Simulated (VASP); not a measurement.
# MgSiC2 (R-3m) in VASP: notebook

MgSiC2 is run at these levels: PBE; tasks: single point, relaxation of cell and atoms.

All numbers are computed with VASP 6.6.1; they aren't measurements. Logs are shortened: lines on timing, memory, paths and dates and some standing lists are left out, and cuts for length are marked.

## (1) The cell of the first run

The structure is trigonal, space group R-3m (No. 166). The conventional cell has a = 3.007 Å, b = 3.007 Å, c = 15.426 Å, α = 90.00°, β = 90.00°, γ = 120.00°. Mg (site symmetry -3m) has 6 C at 2.31 Å and 6 Mg at 3.01 Å and 6 Si at 3.10 Å within 3.2 Å. Si (site symmetry -3m) has 6 C at 2.03 Å within 2.7 Å. Within 2.8 Å of C (site symmetry 3m) lie 3 Si at 2.03 Å and 3 Mg at 2.31 Å and 3 C at 2.73 Å.

The cell was built from a structure type or drawn by symmetry, and may not be a known phase.

## (2) Single point, PBE

The input, INCAR:

```
  PREC = Accurate
  ENCUT = 520
  EDIFF = 1E-6
  ISMEAR = 0
  SIGMA = 0.1
  LREAL = F
  LASPH = T
  NELM = 80
  ALGO = Normal
  ISIF = 2
  LWAVE = F
  LCHARG = F
  GGA = PE
  NBANDS = 15
```

The input, KPOINTS:

```
Automatic mesh
0
Gamma
  6 6 6
```

The input, POSCAR:

```
MgSiC2
1.0
    1.5036354988      0.8681243600      5.1418852892
   -1.5036354988      0.8681243600      5.1418852892
    0.0000000000     -1.7362487200      5.1418852892
Mg Si C
1 1 2
Direct
    0.5000000000      0.5000000000      0.5000000000
    0.0000000000      0.0000000000      0.0000000000
    0.2650787001      0.2650787001      0.2650787001
    0.7349212999      0.7349212999      0.7349212999
```

Potentials or basis: VASP PAW PBE potentials, release 64 (Mg, Si, C).

Run with:

```console
$ cat potpaw_PBE.64/Mg/POTCAR potpaw_PBE.64/Si/POTCAR potpaw_PBE.64/C/POTCAR > POTCAR
$ mpirun -np 1 vasp_std > vasp.out
```

OUTCAR:

```text
PREC = Accurate
   ENCUT = 520
   EDIFF = 1E-6
   ISMEAR = 0
   LREAL = F
   LASPH = T
   NELM = 80
   ISIF = 2
   GGA = PE

 ion  position               nearest neighbor table
   1  0.500  0.500  0.500-   3 2.31   3 2.31   4 2.31   4 2.31   3 2.31   4 2.31   2 3.10   2 3.10
                             2 3.10   2 3.10   2 3.10   2 3.10
   2  0.000  0.000  0.000-   4 2.03   4 2.03   3 2.03   3 2.03   4 2.03   3 2.03   1 3.10   1 3.10
                             1 3.10   1 3.10   1 3.10   1 3.10
   3  0.265  0.265  0.265-   2 2.03   2 2.03   2 2.03   1 2.31   1 2.31   1 2.31
   4  0.735  0.735  0.735-   2 2.03   2 2.03   2 2.03   1 2.31   1 2.31   1 2.31

  LATTYP: Found a trigonal (rhomboedric) cell.
 ALAT       =     5.4271119341
 COS(alpha) =     0.8464755401

  Lattice vectors:

 A1 = (   1.5036354988,   0.8681243600,   5.1418852892)
 A2 = (  -1.5036354988,   0.8681243600,   5.1418852892)
 A3 = (   0.0000000000,  -1.7362487200,   5.1418852892)

Analysis of symmetry for initial positions (statically):
=====================================================================
 Subroutine PRICEL returns:
 Original cell was already a primitive cell.

 Routine SETGRP: Setting up the symmetry group for a
 trigonal (rhombohedral) supercell.

 Subroutine GETGRP returns: Found 12 space group operations
 (whereof 12 operations were pure point group operations)
 out of a pool of 12 trial point group operations.

The static configuration has the point symmetry D_3d.

Analysis of symmetry for dynamics (positions and initial velocities):
=====================================================================
 Subroutine PRICEL returns:
 Original cell was already a primitive cell.

 Routine SETGRP: Setting up the symmetry group for a
 trigonal (rhombohedral) supercell.

 Subroutine GETGRP returns: Found 12 space group operations
 (whereof 12 operations were pure point group operations)
 out of a pool of 12 trial point group operations.

The dynamic configuration has the point symmetry D_3d.

 Subroutine INISYM returns: Found 12 space group operations
 (whereof 12 operations are pure point group operations),
 and found     1 'primitive' translations

----------------------------------------------------------------------------------------

                                     Primitive cell

  volume of cell :      40.2715

  direct lattice vectors                    reciprocal lattice vectors
     1.503635499  0.868124360  5.141885289     0.332527398  0.191984783  0.064827065
    -1.503635499  0.868124360  5.141885289    -0.332527398  0.191984783  0.064827065
[... 98 lines left out ...]
   TEBEG  =    0.0;   TEEND  =   0.0 temperature during run
   PSTRESS=    0.0 pullay stress
   NELECT =      14.0000    total number of electrons
   NUPDOWN=      -1.0000    fix difference up-down
   EMIN   =  10.00;   EMAX   =-10.00  energy-range for DOS
   EFERMI =   0.00;   METHOD = LEGACY
   ISMEAR =     0;   SIGMA  =   0.10  broadening in eV -4-tet -1-fermi 0-gaus
   EFERMI_NEDOS =   21; number of points for ismear=-14 and -15
   IALGO  =     38    algorithm
   IMIX   =      4    mixing-type and parameters
     AMIX     =   0.40;   BMIX     =  1.00
     AMIX_MAG =   1.60;   BMIX_MAG =  1.00
  volume/ion in A,a.u.               =      10.07        67.94
  Fermi-wavevector in a.u.,A,eV,Ry     =   1.151113  2.175289 18.028565  1.325062
  Thomas-Fermi vector in A             =   2.287773
   LORBIT       =      0    0 simple, 1 ext, 2 COOP (PROOUT), +10 PAW based schemes
   GGA     = PE    functional components
   LHFCALC =     F    Hartree Fock is set to
   AEXX    =    0.0000 exact exchange contribution
   IVDW    =     0    specifies the selected vdW correction
   LEPSILON=     F    determine dielectric tensor
   LRPA    =     F    only Hartree local field effects (RPA)
 non-spin polarized calculation
 Gauss-broadening in eV      SIGMA  =   0.10
  energy-cutoff  :      520.00
  volume of cell :       40.27
 maximum number of plane-waves:      1114
   NGX = 21   NGY = 21   NGZ = 21

 number of electron      14.0000000 magnetization

 Free energy of the ion-electron system (eV)
  ---------------------------------------------------
  ext. energy  EPLUGINS =         0.00000000
  ---------------------------------------------------
  free energy    TOTEN  =       -22.58164506 eV

  energy without entropy =      -22.57376203  energy(sigma->0) =      -22.57770355

 E-fermi :   6.9814     XC(G=0): -11.3788

 val. band max:        6.9788340680   @ k =   0.3333   0.3333   0.1667
 cond. band min:       7.0091763094   @ k =   0.5000   0.3333   0.1667
 fundamental gap:      0.0303422414
 Fermi energy:         6.9813999055

 k-point     1 :       0.0000    0.0000    0.0000
  band No.  band energies     occupation
      1      -8.3613      2.00000
      2      -3.7041      2.00000
      3       0.3423      2.00000
      4       7.1085      0.07234
      5       7.1085      0.07234
      6       7.8309      0.00000
      7       7.8309      0.00000
      8       8.2566      0.00000
      9      13.7198      0.00000
     10      13.7249      0.00000
     11      15.2754      0.00000
     12      15.2754      0.00000
     13      15.2850      0.00000
     14      18.1787      0.00000
[... 401 lines left out ...]
      2      -2.7083      2.00000
      3      -0.0915      2.00000
      4       1.5510      2.00000
      5       3.2850      2.00000
      6       5.1598      2.00000
      7       6.3972      2.00000
      8       6.8896      1.80581
      9      11.4742      0.00000
     10      13.5427      0.00000
     11      13.8698      0.00000
     12      15.9727      0.00000
     13      17.2612      0.00000
     14      19.4828      0.00000
     15      20.5941      0.00000

 [... further k-points ...]
[... 5 lines left out ...]
  --------------------------------------------------------------------------------------
  -------------------------------------------------------------------------------------
  Total       -0.0920780     -0.0920780     -0.0571917      0.0000000     -0.0000000      0.0000000
  in kB       -3.6632639     -3.6632639     -2.2753343      0.0000000     -0.0000000      0.0000000
  external PRESSURE =      -3.2006207 kB  Pullay stress =       0.0000000 kB

 VOLUME and BASIS-vectors are now :
 -----------------------------------------------------------------------------
  energy-cutoff  :      520.00
  volume of cell :       40.27
      direct lattice vectors                 reciprocal lattice vectors
     1.503635499  0.868124360  5.141885289     0.332527398  0.191984783  0.064827065
    -1.503635499  0.868124360  5.141885289    -0.332527398  0.191984783  0.064827065
     0.000000000 -1.736248720  5.141885289     0.000000000 -0.383969566  0.064827065

 POSITION                                       TOTAL-FORCE (eV/Angst)
 -----------------------------------------------------------------------------------
      0.00000      0.00000      7.71283         0.000000      0.000000      0.000000
      0.00000      0.00000      0.00000         0.000000      0.000000      0.000000
      0.00000      0.00000      4.08901         0.000000     -0.000000     -0.018418
      0.00000      0.00000     11.33664         0.000000      0.000000      0.018418
 -----------------------------------------------------------------------------------
    total drift:                               -0.000000      0.000000     -0.000000

  FREE ENERGIE OF THE ION-ELECTRON SYSTEM (eV)
  ---------------------------------------------------
  free  energy   TOTEN  =       -22.5816450641 eV

  energy  without entropy=      -22.5737620310  energy(sigma->0) =      -22.57770355
```

OSZICAR:

```text
N       E                     dE             d eps       ncg     rms          rms(c)
DAV:   1     0.236919068891E+02    0.23692E+02   -0.61527E+03   960   0.802E+02
DAV:   2    -0.219707785970E+02   -0.45663E+02   -0.43010E+02  1355   0.147E+02
DAV:   3    -0.240695563283E+02   -0.20988E+01   -0.20856E+01  1282   0.276E+01
DAV:   4    -0.240831828291E+02   -0.13627E-01   -0.13620E-01  1142   0.269E+00
DAV:   5    -0.240832899395E+02   -0.10711E-03   -0.10711E-03  1289   0.234E-01    0.781E+00
DAV:   6    -0.226463597598E+02    0.14369E+01   -0.22087E+00  1275   0.892E+00    0.349E+00
DAV:   7    -0.225865156676E+02    0.59844E-01   -0.42498E-01  1324   0.390E+00    0.149E+00
DAV:   8    -0.225821566807E+02    0.43590E-02   -0.12792E-02  1107   0.802E-01    0.312E-01
DAV:   9    -0.225816060723E+02    0.55061E-03   -0.18878E-03  1373   0.305E-01    0.103E-01
DAV:  10    -0.225816409737E+02   -0.34901E-04   -0.18131E-04  1121   0.855E-02    0.544E-02
DAV:  11    -0.225816466124E+02   -0.56388E-05   -0.32379E-05  1177   0.416E-02    0.107E-02
DAV:  12    -0.225816450201E+02    0.15924E-05   -0.34286E-06  1233   0.129E-02    0.236E-03
DAV:  13    -0.225816450641E+02   -0.43994E-07   -0.22050E-07   627   0.318E-03
   1 F= -.22581645E+02 E0= -.22577704E+02  d E =-.788303E-02
```

stdout:

```text
POSCAR found type information on POSCAR MgSiC
 POSCAR found :  3 types and       4 ions
 scaLAPACK will be used
 LDA part: xc-table for (Slater+PW92), standard interpolation
 POSCAR, INCAR and KPOINTS ok, starting setup
 FFT: planning ... GRIDC
 FFT: planning ... GRID_SOFT
 FFT: planning ... GRID
 WAVECAR not read
 entering main loop
```

Run time: 54 s. Hardware: 1 thread of AMD EPYC 7R13, shared host; peak memory 0.21 GiB.

What came out:

* Free energy: -22.5816 eV
* Pressure: -0.3 GPa
* Largest force: 0.018 eV/Å
* Band gap on the k mesh: zero (bands 7 and 8 overlap by 1.50 eV)

Forces in eV/Å, atoms in the order of the input:
```
Mg   0.000  0.000  0.000
Si   0.000  0.000  0.000
C    0.000  0.000 -0.018
C    0.000  0.000  0.018
```

Stress tensor (GPa, compression positive):
```
-0.37  0.00  0.00
 0.00 -0.37  0.00
 0.00  0.00 -0.23
```

Caveat: the k points lie up to 0.41 Å⁻¹ apart, too coarse for converged energies and pressures of a metal.

## (3) Single point, PBE

This run uses another cell than the first one, of 12.56 Å³/atom.

The input, INCAR:

```
PREC = Accurate ; ENCUT = 520
EDIFF = 1E-6 ; ISMEAR = 0
SIGMA = 0.1 ; LREAL = F
LASPH = T ; NELM = 100
ALGO = Normal ; ISIF = 2
LWAVE = F ; LCHARG = F
GGA = PE ; NBANDS = 15
```

KPOINTS is that of step 2.

The input, POSCAR:

```
MgSiC2
1.0
    1.6433356400      0.9487802700      5.3691520800
   -1.6433356400      0.9487802700      5.3691520800
    0.0000000000     -1.8975605400      5.3691520800
Mg Si C
1 1 2
Direct
    0.5000000000      0.5000000000      0.5000000000
    0.0000000000      0.0000000000      0.0000000000
    0.2550981000      0.2550981000      0.2550981000
    0.7449019000      0.7449019000      0.7449019000
```

Potentials or basis: VASP PAW PBE potentials, release 64 (Mg, Si, C).

Run with:

```console
$ cat potpaw_PBE.64/Mg/POTCAR potpaw_PBE.64/Si/POTCAR potpaw_PBE.64/C/POTCAR > POTCAR
$ mpirun -np 1 vasp_std > vasp.out
```

It took 81 s on 1 thread of AMD EPYC 7R13, shared host; peak memory 0.23 GiB.

Results (log left out):

```yaml
Free_energy: -21.1642 eV
Pressure: -24.6 GPa
Largest_force: 2.173 eV/Å
Band_gap_on_the_k_mesh: zero (bands 7 and 8 overlap by 1.35 eV)
```

Forces on the atoms (eV/Å):
```
Mg   0.000  0.000  0.000
Si   0.000  0.000  0.000
C    0.000  0.000  2.173
C    0.000  0.000 -2.173
```

Stress tensor (GPa, compression positive):
```
-25.32   0.00   0.00
  0.00 -25.32   0.00
  0.00   0.00 -23.14
```

Levels at points of the mesh, in eV from the Fermi level:
```tsv
k point	band 5	band 6	band 7	band 8	band 9	band 10
(0.00, 0.00, 0.00)	0.32	0.67	0.67	1.06	3.46	4.77
(0.50, 0.00, 0.00)	-2.21	-1.62	-1.58	-0.10	2.37	5.09
(0.50, 0.50, 0.00)	-1.85	-1.46	0.36	0.38	1.26	5.26
(0.50, 0.50, 0.50)	0.40	0.40	0.56	0.56	4.37	5.06
```

Caveat: the k points lie up to 0.37 Å⁻¹ apart, too coarse for converged energies and pressures of a metal; forces of over 1 eV/Å act on the atoms, so gaps and moduli don't describe the material at rest.

## (4) Relaxation of cell and atoms, PBE

This run uses another cell than the first one, of 12.56 Å³/atom.

The input, INCAR:

```
SYSTEM = MgSiC2
ALGO = Normal
EDIFF = 1E-6
EDIFFG = -0.04
ENCUT = 600
GGA = PE
IBRION = 2
ISIF = 3
ISMEAR = 0
LASPH = .True.
LCHARG = .False.
LREAL = .False.
LWAVE = .False.
NELM = 60
NSW = 90
PREC = Accurate
SIGMA = 0.1
```

The input, KPOINTS:

```
k-points
0
Gamma
  6 6 6
  0 0 0
```

POSCAR is that of step 3.

Run with:

```console
$ cat potpaw_PBE.64/Mg/POTCAR potpaw_PBE.64/Si/POTCAR potpaw_PBE.64/C/POTCAR > POTCAR
$ mpirun -np 1 vasp_std > vasp.out
```

Wall time 8.6 min (1 thread of AMD EPYC 7R13, shared host); peak memory 0.35 GiB.

Results (log left out):

| Quantity | Value |
| --- | --- |
| Free energy | -22.5918 eV |
| Relaxed volume | 10.06 Å³/atom |
| Relaxed cell | a = 5.425 Å, b = 5.425 Å, c = 5.425 Å, α = 32.18°, β = 32.18°, γ = 32.18° |
| Space group after relaxing (to 0.1 Å) | R-3m (No. 166) |
| Energy gained by relaxing | 356.8 meV/atom |
| Ionic steps | 9 |
| Pressure after relaxing | -0.4 GPa |
| Largest force after relaxing | 0.026 eV/Å |
| Band gap on the k mesh | zero (bands 7 and 8 overlap by 1.50 eV) |

Forces in eV/Å, atoms in the order of the input:
```
Mg   0.000  0.000  0.000
Si   0.000  0.000  0.000
C    0.000  0.000  0.026
C    0.000  0.000 -0.026
```

Step by step:
```
step  energy change (eV)  largest force (eV/Å)  pressure (GPa)  volume (Å³)
   1              0.0000                2.1729          -24.64        50.23
   2             -1.2904                0.6895           11.35        37.45
   3             -1.3320                1.0362            3.15        38.94
   4             -1.4151                0.1255            2.32        39.46
   5             -1.4193                0.1070            2.22        39.61
   6             -1.4236                0.0026           -1.37        40.44
   7             -1.4243                0.0282           -0.43        40.22
   8             -1.4266                0.0101           -0.41        40.23
   9             -1.4271                0.0262           -0.42        40.24
```

Final structure:
```
Mg Si C
1.0
     1.50331    0.86794    5.13969
    -1.50331    0.86794    5.13969
     0.00000   -1.73588    5.13969
Mg Si C
1 1 2
Direct
  0.50000 0.50000 0.50000
  0.00000 0.00000 0.00000
  0.26492 0.26492 0.26492
  0.73508 0.73508 0.73508
```

Levels at points of the mesh, in eV from the Fermi level:
```tsv
k point	band 3	band 4	band 5	band 6	band 7	band 8	band 9	band 10	band 11
(0.00, 0.00, 0.00)	-6.64	0.14	0.14	0.86	0.86	1.28	6.75	6.77	8.30
(0.50, 0.00, 0.00)	-6.62	-5.40	-2.38	-2.34	-1.82	0.15	3.75	6.96	8.33
(0.50, 0.50, 0.00)	-7.15	-6.03	-2.49	-1.66	0.09	0.42	3.19	5.09	6.62
(0.50, 0.50, 0.50)	-3.48	-2.21	0.29	0.29	0.67	0.67	6.86	7.16	8.37
```

Caveat: the k points lie up to 0.41 Å⁻¹ apart in the final cell, too coarse for converged energies and pressures of a metal; the volume moved by over 15 % at a fixed basis, so the end points are rough.

## (5) Summary

| task | cell | cutoff (eV) | gap on the mesh (eV) | pressure (GPa) | largest force (eV/Å) |
| --- | --- | --- | --- | --- | --- |
| single point | a = 5.427 Å, angles 32.2°, 4 atoms, atomic positions A | 520 | none | -0.3 | 0.02 |
| single point | a = 5.695 Å, angles 33.5°, 4 atoms, atomic positions B | 520 | none | -24.6 | 2.17 |
| relaxation of cell and atoms | relaxed from a = 5.695 Å, angles 33.5°, 4 atoms, atomic positions B | 600 | none | -0.4 | 0.03 |

Alike in all rows: level PBE; potentials or basis VASP PAW PBE potentials, release 64 (Mg, Si, C); no spin polarisation; k mesh 6 × 6 × 6; smearing gaussian 0.1 eV.

Caveats: all runs use coarse meshes; forces of over 1 eV/Å act on the atoms, so gaps and moduli don't describe the material at rest (at least some runs); the volume moved by over 15 % at a fixed basis, so the end points are rough (at least some runs).

Total energies depend on the potentials used, so only differences within one code and one set of settings carry meaning.
